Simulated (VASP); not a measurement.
Crystal: IO.

```xyz
2
Lattice="3.8701 0.0000 0.0000 0.0000 3.8701 0.0000 0.0000 0.0000 3.8701" Properties=species:S:1:pos:R:3 pbc="T T T"
O     0.0000    0.0000    0.0000
I     1.9350    1.9350    1.9350
```

Base run:

| Property | Result |
| --- | --- |
| Program | VASP 6.6.1 |
| Functional | PBE |
| Potentials or basis | VASP PAW PBE potentials, release 64 (O, I) |
| Cutoff | 600 eV |
| k mesh | 5 × 5 × 5 |
| Occupations | fermi-dirac, width 0.1 eV |
| Spin | no spin polarisation |

Its results: band gap on the k mesh zero (an odd number of electrons rules out a gap without spin polarisation); pressure -9.2 GPa.

Question: The run is repeated on the same cell with these changes: dispersion from none to D3(BJ). What comes out?

Answer: Band gap on the k mesh zero (an odd number of electrons rules out a gap without spin polarisation); pressure -10.3 GPa.

Dispersion adds attraction, which lowers the pressure at fixed volume and, as a term added to the energy, leaves the levels alone.

Caveats: the cell stands under tension; spin-orbit coupling is left out, which moves the levels of the heavy elements; an odd number of electrons without spin polarisation forces a metal; a magnetic or distorted state may lie lower.
